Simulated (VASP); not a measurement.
# Ga (C2/c) in VASP: further runs

The runs below take Ga through single point, with LDA, PBE.

Program: VASP 6.6.1. These are calculated values, not measurements. Logs are shortened: lines on timing, memory, paths and dates and some standing lists are left out, and cuts for length are marked.

### Step 1. The cell of the first run

It takes space group C2/c (No. 15, monoclinic). Conventional cell: a = 2.766 Å, b = 8.053 Å, c = 3.332 Å, α = 90.00°, β = 92.02°, γ = 90.00°. Ga (site symmetry 2) has 10 Ga at 2.69 to 3.33 Å within 3.5 Å.

### Step 2. Single point, LDA

The input, INCAR:

```
SYSTEM = Ga
PREC = Accurate
ENCUT = 520
EDIFF = 1E-7
ISMEAR = 0
SIGMA = 0.1
LREAL = .False.
LASPH = .True.
NELM = 80
ALGO = Fast
ISIF = 2
LWAVE = .False.
LCHARG = .False.
NBANDS = 20
```

The input, KPOINTS:

```
regular mesh
0
Gamma
  14 14 11
  0 0 0
```

The input, POSCAR:

```
Ga
1.0
    1.3830000000     -4.0265000000      0.0000000000
    1.3830000000      4.0265000000      0.0000000000
   -0.1174474948      0.0000000000      3.3299294416
Ga
2
Direct
    0.1310000000      0.8690000000      0.7500000000
    0.8690000000      0.1310000000      0.2500000000
```

Potentials or basis: VASP PAW LDA potentials, release 64 (Ga_d).

Launch:

```console
$ cat potpaw_LDA.64/Ga_d/POTCAR > POTCAR
$ mpirun -np 1 vasp_std > vasp.out
```

OUTCAR:

```text
SYSTEM = Ga
   PREC = Accurate
   ENCUT = 520
   EDIFF = 1E-7
   ISMEAR = 0
   LREAL = .False.
   LASPH = .True.
   NELM = 80
   ISIF = 2

 ion  position               nearest neighbor table
   1  0.131  0.869  0.750-   2 2.69   2 2.69   2 2.86   2 2.86   2 2.92   2 2.92
   2  0.869  0.131  0.250-   1 2.69   1 2.69   1 2.86   1 2.86   1 2.92   1 2.92

  LATTYP: Found a base centered monoclinic cell.
 ALAT       =     2.7660000000
 B/A-ratio  =     2.9114244396
 C/A-ratio  =     1.2046276211
 COS(beta)  =    -0.0352483478

  Lattice vectors:

 A1 = (   1.3830000000,  -4.0265000000,   0.0000000000)
 A2 = (   1.3830000000,   4.0265000000,   0.0000000000)
 A3 = (  -0.1174474948,   0.0000000000,   3.3299294416)

Analysis of symmetry for initial positions (statically):
=====================================================================
 Subroutine PRICEL returns:
 Original cell was already a primitive cell.

 Routine SETGRP: Setting up the symmetry group for a
 base centered monoclinic supercell.

 Subroutine GETGRP returns: Found  4 space group operations
 (whereof  2 operations were pure point group operations)
 out of a pool of  4 trial point group operations.

The static configuration has the point symmetry S_2 .
 The point group associated with its full space group is C_2h.

Analysis of symmetry for dynamics (positions and initial velocities):
=====================================================================
 Subroutine PRICEL returns:
 Original cell was already a primitive cell.

 Routine SETGRP: Setting up the symmetry group for a
 base centered monoclinic supercell.

 Subroutine GETGRP returns: Found  4 space group operations
 (whereof  2 operations were pure point group operations)
 out of a pool of  4 trial point group operations.

The dynamic configuration has the point symmetry S_2 .
 The point group associated with its full space group is C_2h.

 Subroutine INISYM returns: Found  4 space group operations
 (whereof  2 operations are pure point group operations),
 and found     1 'primitive' translations

----------------------------------------------------------------------------------------

                                     Primitive cell

  volume of cell :      37.0864

  direct lattice vectors                    reciprocal lattice vectors
     1.383000000 -4.026500000  0.000000000     0.361532899 -0.124177325  0.012751361
     1.383000000  4.026500000  0.000000000     0.361532899  0.124177325  0.012751361
    -0.117447495  0.000000000  3.329929442     0.000000000  0.000000000  0.300306663

  length of vectors
     4.257392541  4.257392541  3.332000000     0.382476983  0.382476983  0.300306663

  position of ions in fractional coordinates (direct lattice)
     0.131000000  0.869000000  0.750000000
     0.869000000  0.131000000  0.250000000

  ion indices of the primitive-cell ions
   primitive index   ion index
                 1           1
                 2           2

----------------------------------------------------------------------------------------

 KPOINTS: regular mesh

Automatic generation of k-mesh.
 Grid dimensions read from file:
 generate k-points for:   14   14   11

 Generating k-lattice:

  Cartesian coordinates                     Fractional coordinates (reciprocal lattice)
     0.025823779 -0.008869809  0.000910812     0.071428571  0.000000000  0.000000000
     0.025823779  0.008869809  0.000910812     0.000000000  0.071428571  0.000000000
     0.000000000  0.000000000  0.027300606     0.000000000  0.000000000  0.090909091

  Length of vectors
     0.027319785  0.027319785  0.027300606

  Shift w.r.t. Gamma in fractional coordinates (k-lattice)
     0.000000000  0.000000000  0.000000000

 Subroutine IBZKPT returns following result:
 ===========================================

 Found    582 irreducible k-points:

 Following reciprocal coordinates:
            Coordinates               Weight
  0.000000  0.000000  0.000000      1.000000
  0.071429 -0.000000  0.000000      4.000000
  0.142857  0.000000 -0.000000      4.000000
  0.214286  0.000000  0.000000      4.000000
  0.285714 -0.000000  0.000000      4.000000
  0.357143  0.000000 -0.000000      4.000000
[... 16 lines left out ...]
  0.214286  0.142857  0.000000      4.000000
  0.285714  0.142857  0.000000      4.000000
 [... further k-points ...]
   k-points           NKPTS =    582   k-points in BZ     NKDIM =    582   number of bands    NBANDS=     20
   number of dos      NEDOS =    301   number of ions     NIONS =      2
   total plane-waves  NPLWV =  28672
   dimension x,y,z NGX =    32 NGY =   32 NGZ =   28
   dimension x,y,z NGXF=    64 NGYF=   64 NGZF=   56
   ions per type =               2
   NGX,Y,Z   is equivalent  to a cutoff of  12.50, 12.50, 13.97 a.u.
   NGXF,Y,Z  is equivalent  to a cutoff of  24.99, 24.99, 27.94 a.u.
 SYSTEM =  Ga
   PREC   = accura    normal or accurate (medium, high low for compatibility)
   ISTART =      0    job   : 0-new  1-cont  2-samecut
   ICHARG =      2    charge: 1-file 2-atom 10-const
   ISPIN  =      1    spin polarized calculation?
   LNONCOLLINEAR =      F non collinear calculations
   LSORBIT =      F    spin-orbit coupling
   LASPH  =      T    aspherical Exc in radial PAW
   ENCUT  =  520.0 eV  38.22 Ry    6.18 a.u.   7.92  7.92  6.20*2*pi/ulx,y,z
   NELM   =     80;   NELMIN=  2; NELMDL= -5     # of ELM steps
   EDIFF  = 0.1E-06   stopping-criterion for ELM
   LREAL  =      F    real-space projection
   EDIFFG = 0.1E-05   stopping-criterion for IOM
   NSW    =      0    number of steps for IOM
   IBRION =     -1    ionic relax: 0-MD 1-quasi-New 2-CG
   NFREE  =      0    steps in history (QN), initial steepest desc. (CG)
   ISIF   =      2    stress and relaxation
   ISYM   =      2    0-nonsym 1-usesym 2-fastsym
   POTIM  = 0.5000    time-step for ionic-motion
   TEBEG  =    0.0;   TEEND  =   0.0 temperature during run
   PSTRESS=    0.0 pullay stress
   NELECT =      26.0000    total number of electrons
   NUPDOWN=      -1.0000    fix difference up-down
   EMIN   =  10.00;   EMAX   =-10.00  energy-range for DOS
   EFERMI =   0.00;   METHOD = LEGACY
   ISMEAR =     0;   SIGMA  =   0.10  broadening in eV -4-tet -1-fermi 0-gaus
   EFERMI_NEDOS =   21; number of points for ismear=-14 and -15
   IALGO  =     68    algorithm
   IMIX   =      4    mixing-type and parameters
     AMIX     =   0.40;   BMIX     =  1.00
     AMIX_MAG =   1.60;   BMIX_MAG =  1.00
  volume/ion in A,a.u.               =      18.54       125.14
  Fermi-wavevector in a.u.,A,eV,Ry     =   1.454323  2.748273 28.777089  2.115056
  Thomas-Fermi vector in A             =   2.571487
   LORBIT       =      0    0 simple, 1 ext, 2 COOP (PROOUT), +10 PAW based schemes
   GGA     = CA    functional components
   LHFCALC =     F    Hartree Fock is set to
   AEXX    =    0.0000 exact exchange contribution
   IVDW    =     0    specifies the selected vdW correction
   LEPSILON=     F    determine dielectric tensor
   LRPA    =     F    only Hartree local field effects (RPA)
 non-spin polarized calculation
 RMM-DIIS sequential band-by-band and
 Gauss-broadening in eV      SIGMA  =   0.10
  energy-cutoff  :      520.00
  volume of cell :       37.09
 maximum number of plane-waves:      1015
   NGX = 15   NGY = 15   NGZ = 13

 number of electron      26.0000006 magnetization

 Free energy of the ion-electron system (eV)
  ---------------------------------------------------
  ext. energy  EPLUGINS =         0.00000000
  ---------------------------------------------------
  free energy    TOTEN  =        -7.13515512 eV

  energy without entropy =       -7.13210470  energy(sigma->0) =       -7.13362991

 E-fermi :   5.3935     XC(G=0): -11.3710

 val. band max:        5.3856673245   @ k =   0.0000   0.0000   0.3636
 cond. band min:       5.3965374951   @ k =   0.3571   0.3571   0.1818
 fundamental gap:      0.0108701706
 Fermi energy:         5.3935498927

 k-point     1 :       0.0000    0.0000    0.0000
  band No.  band energies     occupation
      1      -9.8412      2.00000
      2      -9.8299      2.00000
      3      -9.7964      2.00000
      4      -9.7711      2.00000
      5      -9.4970      2.00000
      6      -9.4969      2.00000
[... 12 lines left out ...]
     19      16.0336      0.00000
     20      18.5817      0.00000

 k-point     2 :       0.0714   -0.0000    0.0000
  band No.  band energies     occupation
      1      -9.8371      2.00000
      2      -9.8211      2.00000
      3      -9.7847      2.00000
      4      -9.7518      2.00000
      5      -9.5067      2.00000
      6      -9.5057      2.00000
[... 12 lines left out ...]
     19      16.3541      0.00000
     20      19.2282      0.00000

 k-point     3 :       0.1429    0.0000   -0.0000
  band No.  band energies     occupation
      1      -9.8255      2.00000
      2      -9.7998      2.00000
      3      -9.7531      2.00000
      4      -9.6966      2.00000
      5      -9.5344      2.00000
      6      -9.5314      2.00000
[... 12 lines left out ...]
     19      16.5053      0.00000
     20      19.8299      0.00000

 k-point     4 :       0.2143    0.0000    0.0000
  band No.  band energies     occupation
      1      -9.8094      2.00000
      2      -9.7741      2.00000
      3      -9.7083      2.00000
      4      -9.6339      2.00000
      5      -9.5723      2.00000
      6      -9.5558      2.00000
[... 12 lines left out ...]
     19      16.6579      0.00000
     20      20.6024      0.00000

 k-point     5 :       0.2857   -0.0000    0.0000
  band No.  band energies     occupation
      1      -9.7927      2.00000
      2      -9.7498      2.00000
      3      -9.6724      2.00000
      4      -9.6418      2.00000
      5      -9.6166      2.00000
      6      -9.5307      2.00000
[... 12 lines left out ...]
     19      16.8263      0.00000
     20      19.3595      0.00000

 k-point     6 :       0.3571    0.0000   -0.0000
  band No.  band energies     occupation
      1      -9.7792      2.00000
      2      -9.7395      2.00000
      3      -9.6757      2.00000
      4      -9.6579      2.00000
      5      -9.6472      2.00000
      6      -9.5424      2.00000
[... 12 lines left out ...]
     19      16.6939      0.00000
     20      17.9992      0.00000

 k-point     7 :       0.4286    0.0000    0.0000
  band No.  band energies     occupation
      1      -9.7704      2.00000
      2      -9.7509      2.00000
      3      -9.6908      2.00000
      4      -9.6677      2.00000
      5      -9.6520      2.00000
      6      -9.5460      2.00000
[... 12 lines left out ...]
     19      15.5300      0.00000
     20      17.6276      0.00000
[... 277 lines left out ...]
 k-point    20 :      -0.1429    0.0714    0.0000
  band No.  band energies     occupation
      1      -9.8263      2.00000
      2      -9.8245      2.00000
      3      -9.7914      2.00000
      4      -9.7314      2.00000
      5      -9.5249      2.00000
      6      -9.5152      2.00000
[... 12 lines left out ...]
     19      16.0122      0.00000
     20      19.2997      0.00000

 k-point    21 :      -0.0714    0.0714    0.0000
  band No.  band energies     occupation
      1      -9.8356      2.00000
      2      -9.8331      2.00000
      3      -9.8011      2.00000
      4      -9.7579      2.00000
      5      -9.5088      2.00000
      6      -9.5019      2.00000
[... 12 lines left out ...]
     19      16.1678      0.00000
     20      18.0174      0.00000

 k-point    22 :       0.1429    0.1429    0.0000
  band No.  band energies     occupation
      1      -9.8088      2.00000
      2      -9.7591      2.00000
      3      -9.6772      2.00000
      4      -9.6054      2.00000
      5      -9.5860      2.00000
      6      -9.5605      2.00000
[... 12 lines left out ...]
     19      17.5792      0.00000
     20      20.1734      0.00000

 k-point    23 :       0.2143    0.1429    0.0000
  band No.  band energies     occupation
      1      -9.7996      2.00000
      2      -9.7368      2.00000
      3      -9.7036      2.00000
      4      -9.6183      2.00000
      5      -9.6086      2.00000
      6      -9.5799      2.00000
[... 12 lines left out ...]
     19      17.5536      0.00000
     20      19.0680      0.00000

 k-point    24 :       0.2857    0.1429    0.0000
  band No.  band energies     occupation
      1      -9.7918      2.00000
      2      -9.7418      2.00000
      3      -9.7075      2.00000
      4      -9.6474      2.00000
      5      -9.6155      2.00000
      6      -9.5810      2.00000
[... 12 lines left out ...]
     19      16.6788      0.00000
     20      17.8057      0.00000

 [... further k-points ...]
[... 5 lines left out ...]
  --------------------------------------------------------------------------------------
  -------------------------------------------------------------------------------------
  Total       -0.9104421     -0.9127097     -0.8342283      0.0000000      0.0000000     -0.0131447
  in kB      -39.3321808    -39.4301414    -36.0396508      0.0000000      0.0000000     -0.5678656
  external PRESSURE =     -38.2673243 kB  Pullay stress =       0.0000000 kB

 VOLUME and BASIS-vectors are now :
 -----------------------------------------------------------------------------
  energy-cutoff  :      520.00
  volume of cell :       37.09
      direct lattice vectors                 reciprocal lattice vectors
     1.383000000 -4.026500000  0.000000000     0.361532899 -0.124177325  0.012751361
     1.383000000  4.026500000  0.000000000     0.361532899  0.124177325  0.012751361
    -0.117447495  0.000000000  3.329929442     0.000000000  0.000000000  0.300306663

 POSITION                                       TOTAL-FORCE (eV/Angst)
 -----------------------------------------------------------------------------------
      1.29491      2.97156      2.49745         0.000000     -0.167182      0.000000
      1.35364     -2.97156      0.83248        -0.000000      0.167182     -0.000000
 -----------------------------------------------------------------------------------
    total drift:                                0.000000      0.000000     -0.000000

  FREE ENERGIE OF THE ION-ELECTRON SYSTEM (eV)
  ---------------------------------------------------
  free  energy   TOTEN  =        -7.1351551249 eV

  energy  without entropy=       -7.1321047048  energy(sigma->0) =       -7.13362991
```

Wall time 5.5 min (1 thread of Intel Xeon 6975P-C, shared host); peak memory 0.42 GiB.

What came out:

* Free energy: -7.1352 eV
* Pressure: -3.8 GPa
* Largest force: 0.167 eV/Å
* Band gap on the k mesh: zero (band 13 reaches 9.36 eV, above the bottom of band 14 at 1.43 eV)

Forces in eV/Å, atoms in the order of the input:
```
Ga   0.000 -0.167  0.000
Ga   0.000  0.167  0.000
```

Levels at points of the mesh, in eV from the Fermi level:
| k point | band 10 | band 11 | band 12 | band 13 | band 14 | band 15 | band 16 | band 17 |
| --- | --- | --- | --- | --- | --- | --- | --- | --- |
| (0.00, 0.00, 0.00) | -14.71 | -11.23 | -2.07 | -1.70 | 1.61 | 5.54 | 9.61 | 10.08 |
| (0.50, 0.00, 0.00) | -14.73 | -6.09 | -5.01 | -1.33 | -0.03 | 5.70 | 6.50 | 8.41 |
| (0.50, 0.50, 0.00) | -14.77 | -9.10 | -8.60 | 3.97 | 4.54 | 5.79 | 6.01 | 7.49 |

### Step 3. Single point, LDA

The input, INCAR:

```
PREC = Accurate ; ENCUT = 520
EDIFF = 1E-7 ; ISMEAR = 0
SIGMA = 0.1 ; LREAL = False
LASPH = True ; NELM = 60
ALGO = Fast ; ISIF = 2
LWAVE = False ; LCHARG = True
LELF = True ; LVHAR = True
NBANDS = 20
```

The input, KPOINTS:

```
Automatic mesh
0
Gamma
  17 17 13
```

POSCAR is that of step 2.

Potentials or basis: VASP PAW LDA potentials, release 64 (Ga_d).

Launch:

```console
$ cat potpaw_LDA.64/Ga_d/POTCAR > POTCAR
$ mpirun -np 1 vasp_std > vasp.out
```

Wall time 10 min (1 thread of Intel Xeon 6975P-C, shared host); peak memory 0.63 GiB.

Results (log left out):

```
Free energy            : -7.1362 eV
Pressure               : -3.8 GPa
Largest force          : 0.188 eV/Å
Band gap on the k mesh : zero (band 13 reaches 9.50 eV, above the bottom of band 14 at 1.40 eV)
```

Forces on the atoms (eV/Å):
```
Ga   0.000 -0.188  0.000
Ga   0.000  0.188  0.000
```

Stress tensor (GPa, compression positive):
```
-4.02  0.00  0.20
 0.00 -3.94  0.00
 0.20  0.00 -3.57
```

Levels at points of the mesh, in eV from the Fermi level:
```tsv
k point	band 11	band 12	band 13	band 14	band 15	band 16
(0.00, 0.00, 0.00)	-11.24	-2.09	-1.72	1.59	5.52	9.60
```

### Step 4. Single point, PBE

The input, INCAR:

```
  PREC = Accurate
  ENCUT = 520
  EDIFF = 1E-7
  ISMEAR = -1
  SIGMA = 0.05
  LREAL = F
  LASPH = T
  NELM = 100
  ALGO = Fast
  ISIF = 2
  LWAVE = F
  LCHARG = F
  GGA = PE
  NBANDS = 20
```

The input, KPOINTS:

```
regular mesh
0
Gamma
  10 10 8
```

POSCAR is that of step 3.

Potentials or basis: VASP PAW PBE potentials, release 64 (Ga_d).

Launch:

```console
$ cat potpaw_PBE.64/Ga_d/POTCAR > POTCAR
$ mpirun -np 1 vasp_std > vasp.out
```

OUTCAR:

```text
PREC = Accurate
   ENCUT = 520
   EDIFF = 1E-7
   ISMEAR = -1
   LREAL = F
   LASPH = T
   NELM = 100
   ISIF = 2
   GGA = PE

 ion  position               nearest neighbor table
   1  0.131  0.869  0.750-   2 2.69   2 2.69   2 2.86   2 2.86   2 2.92   2 2.92
   2  0.869  0.131  0.250-   1 2.69   1 2.69   1 2.86   1 2.86   1 2.92   1 2.92

  LATTYP: Found a base centered monoclinic cell.
 ALAT       =     2.7660000000
 B/A-ratio  =     2.9114244396
 C/A-ratio  =     1.2046276211
 COS(beta)  =    -0.0352483478

  Lattice vectors:

[... 190 lines left out ...]
      2      -9.4966      2.00000
      3      -9.4607      2.00000
      4      -9.4368      2.00000
      5      -9.1630      2.00000
      6      -9.1621      2.00000
[... 541 lines left out ...]
     19      15.2869      0.00000
     20      17.4878      0.00000

 [... further k-points ...]
[... 5 lines left out ...]
  --------------------------------------------------------------------------------------
  -------------------------------------------------------------------------------------
  Total        0.5127165      0.4082462      0.1255711      0.0000000      0.0000000      0.1001178
  in kB       22.1499595     17.6367214      5.4248184      0.0000000      0.0000000      4.3252076
  external PRESSURE =      15.0704997 kB  Pullay stress =       0.0000000 kB

 VOLUME and BASIS-vectors are now :
 -----------------------------------------------------------------------------
  energy-cutoff  :      520.00
  volume of cell :       37.09
      direct lattice vectors                 reciprocal lattice vectors
     1.383000000 -4.026500000  0.000000000     0.361532899 -0.124177325  0.012751361
     1.383000000  4.026500000  0.000000000     0.361532899  0.124177325  0.012751361
    -0.117447495  0.000000000  3.329929442     0.000000000  0.000000000  0.300306663

 POSITION                                       TOTAL-FORCE (eV/Angst)
 -----------------------------------------------------------------------------------
      1.29491      2.97156      2.49745         0.000000     -0.204168     -0.000000
      1.35364     -2.97156      0.83248        -0.000000      0.204168      0.000000
 -----------------------------------------------------------------------------------
    total drift:                                0.000000      0.000000     -0.000000

  FREE ENERGIE OF THE ION-ELECTRON SYSTEM (eV)
  ---------------------------------------------------
  free  energy   TOTEN  =        -5.7726729231 eV

  energy  without entropy=       -5.7669263588  energy(sigma->0) =       -5.76979964
```

Wall time 2.3 min (1 thread of Intel Xeon 6975P-C, shared host); peak memory 0.27 GiB.

Results:

```
Free energy            : -5.7727 eV
Pressure               : 1.5 GPa
Largest force          : 0.204 eV/Å
Band gap on the k mesh : zero (band 13 reaches 9.65 eV, above the bottom of band 14 at 1.26 eV)
```

Forces in eV/Å, atoms in the order of the input:
```
Ga   0.000 -0.204  0.000
Ga   0.000  0.204  0.000
```

Stress tensor (GPa, compression positive):
```
2.21 0.00 0.43
0.00 1.76 0.00
0.43 0.00 0.54
```

### Step 5. Overview

| level | potentials or basis | k mesh | smearing | gap on the mesh (eV) | pressure (GPa) | largest force (eV/Å) |
| --- | --- | --- | --- | --- | --- | --- |
| LDA | VASP PAW LDA potentials, release 64 (Ga_d) | 14 × 14 × 11 | gaussian 0.1 eV | none | -3.8 | 0.17 |
| LDA | VASP PAW LDA potentials, release 64 (Ga_d) | 17 × 17 × 13 | gaussian 0.1 eV | none | -3.8 | 0.19 |
| PBE | VASP PAW PBE potentials, release 64 (Ga_d) | 10 × 10 × 8 | fermi-dirac 0.05 eV | none | 1.5 | 0.20 |

Alike in all rows: task single point; no spin polarisation; cell as given; cutoff (eV) 520.

Absolute energies hang on the potentials; compare differences alone.
